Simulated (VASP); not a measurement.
Here is a VASP 6.6.1 calculation.

Contents of POSCAR:

```
NiO
1.0
    0.0000000000      2.0859016414      2.0859016414
    2.0859016414      0.0000000000      2.0859016414
    2.0859016414      2.0859016414      0.0000000000
Ni O
1 1
Direct
    0.0000000000      0.0000000000      0.0000000000
    0.5000000000      0.5000000000      0.5000000000
```

INCAR.step1

```
SYSTEM = NiO
PREC = Accurate ; ENCUT = 520
EDIFF = 1E-5 ; ISMEAR = -1
SIGMA = 0.05 ; LREAL = .False.
LASPH = .True. ; NELM = 200
ALGO = Normal ; ISIF = 2
LWAVE = .True. ; ISPIN = 2
MAGMOM = 1 0 ; LORBIT = 11
LMAXMIX = 4 ; NBANDS = 23
GGA = PE ; GGA_COMPAT = .False.
```

The input INCAR.step2:

```
SYSTEM = NiO
PREC = Accurate ; ENCUT = 520
EDIFF = 1E-6 ; ISMEAR = -1
SIGMA = 0.05 ; LREAL = .False.
LASPH = .True. ; NELM = 200
ALGO = Normal ; ISIF = 2
LWAVE = .False. ; LCHARG = .True.
ISPIN = 2 ; MAGMOM = 1 0
LORBIT = 11 ; LMAXMIX = 4
GGA = PS ; LHFCALC = .True.
AEXX = 0.25 ; HFSCREEN = 0.207
PRECFOCK = Normal ; LELF = .True.
LVHAR = .True. ; NBANDS = 23
ISTART = 1 ; GGA_COMPAT = .False.
```

KPOINTS

```
Automatic mesh
0
Gamma
  6 6 6
  0 0 0
```

Potentials or basis: VASP PAW PBE potentials, release 64 (Ni_sv_GW, O).

Run with:

```console
$ cat potpaw_PBE.64/Ni_sv_GW/POTCAR potpaw_PBE.64/O/POTCAR > POTCAR
$ cp INCAR.step1 INCAR
$ mpirun -np 1 vasp_std > vasp.out
$ cp INCAR.step2 INCAR
$ mpirun -np 1 vasp_std > vasp.out
```

Task: What does it give for the pressure?

Result: -6.3 GPa.

Task: Estimate the site moments.

Result: Ni +1.75; O +0.23 μB.

Caveat: the k points lie up to 0.43 Å⁻¹ apart; the PAW data sets were made with another functional, which shifts forces and pressure a little; a cell with one magnetic atom can't hold antiferromagnetic order, which such compounds often take.
